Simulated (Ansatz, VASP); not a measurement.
Two plane-wave programs on Sb

INCAR

```
ALGO = Normal ; EDIFF = 1E-7
ENCUT = 520 ; GGA = PS
ISIF = 2 ; ISMEAR = -1
LASPH = T ; LCHARG = T
LELF = T ; LREAL = F
LVHAR = T ; LWAVE = F
NBANDS = 14 ; NELM = 60
PREC = Accurate ; SIGMA = 0.1
```

KPOINTS

```
k-points
0
Gamma
  11 11 1
```

Contents of POSCAR:

```
Sb
1.0
    3.3338465302      0.0000000000      0.0000000000
   -1.6669232651      2.8871957875      0.0000000000
    0.0000000000      0.0000000000     21.4441000000
Sb
3
Direct
    0.1666666667      0.3333333333      0.3772379733
    0.5000000000      1.0000000000      0.5000000002
    0.8333333333      0.6666666667      0.6227620261
```

Input for Ansatz:

```yaml
crystal:
  lattice:
    - [3.3338465302, 0.0, 0.0]
    - [-1.6669232651, 2.8871957875, 0.0]
    - [0.0, 0.0, 21.4441]
  atoms:
    - { symbol: Sb, position: [0.1666666667, 0.3333333333, 0.3772379733] }
    - { symbol: Sb, position: [0.5, 1.0, 0.5000000002] }
    - { symbol: Sb, position: [0.8333333333, 0.6666666667, 0.6227620261] }
kpoints:
  mp_grid: { grid: [11, 11, 1] }
scf:
  occupations: { method: fermi_dirac, width: 0.1 }
hamiltonian:
  xc: pbesol
  pseudopotentials: { kind: paw }
output:
  forces: true
  stress: true
  eigenvalues: true
  core_levels:
    shells: { Sb: ["3d"] }
    counted_from: fermi_level
    add_spin: false
```

Alike in both runs: task single point; functional PBEsol; k mesh 11 × 11 × 1; occupations fermi-dirac, width 0.1 eV; no spin polarisation.

```csv
,VASP,Ansatz
version,VASP 6.6.1,Ansatz 0.2.0
potentials or method,"VASP PAW PBE potentials, release 64 (Sb)","PAW with Ansatz's default frozen-core files, scalar-relativistic"
plane-wave cutoff (eV),520,420
valence electrons in the cell,15,45
```

Ansatz gave:

- rms of the force components (eV/Å): 0.002

Q: Which values does VASP return?

A: rms of the force components (eV/Å): 0.004.

VASP's potentials were made for PBE, not for PBEsol. Atom by atom the forces differ by 0.002 eV/Å (rms over components). VASP's potentials hold 15 valence electrons a cell and Ansatz's 45, so a difference there can come from the potentials and not from the codes.

Neither program's run includes spin-orbit coupling.
